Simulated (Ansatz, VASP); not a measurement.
**One calculation of Rb, two programs**

```
CELL_PARAMETERS angstrom
5.06544 0.00000 0.00000
-2.53272 4.38680 0.00000
0.00000 0.00000 8.35221
ATOMIC_POSITIONS crystal
Rb 0.33333 0.66667 0.25000
Rb 0.66667 0.33333 0.75000
```

Alike in both runs: task single point; functional RPBE; k mesh 8 × 8 × 4; occupations fermi-dirac, width 0.1 eV; no spin polarisation.

```csv
,VASP,Ansatz
version,VASP 6.6.1,Ansatz 0.2.0
potentials or method,"VASP PAW PBE potentials, release 64 (Rb_sv), cutoff 520 eV","plane waves (420 eV) with PAW, scalar-relativistic"
valence electrons in the cell,18,18
```

|  | VASP | Ansatz | Ansatz less VASP |
| --- | --- | --- | --- |
| pressure (GPa) | 0.2 | 0.2 | 0.00 |

VASP's potentials were made for PBE, not for RPBE.
